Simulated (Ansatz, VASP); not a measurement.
**SnTe: VASP beside Ansatz**

```
Sn Te
1.0
     0.00000    3.34777    3.34777
     3.34777    0.00000    3.34777
     3.34777    3.34777    0.00000
Sn Te
1 1
Direct
  0.00000 0.00000 0.00000
  0.25000 0.25000 0.25000
```

Change from the starting cell: volume scaled by 0.8, LAPW.

Alike in both runs: task single point; functional PBE; k mesh 12 × 12 × 12; occupations fermi-dirac, width 0.08 eV; no spin polarisation.

|  | VASP | Ansatz |
| --- | --- | --- |
| version | VASP 6.6.1 | Ansatz 0.2.0 |
| potentials or method | VASP PAW PBE potentials, release 64 (Sn_d, Te), cutoff 520 eV | all-electron LAPW, scalar-relativistic |

|  | VASP | Ansatz | Ansatz less VASP |
| --- | --- | --- | --- |
| pressure (GPa) | 8.0 | 8.0 | +0.02 |

Ansatz ran all-electron here, and VASP with PAW potentials.

Spin-orbit coupling is off throughout.
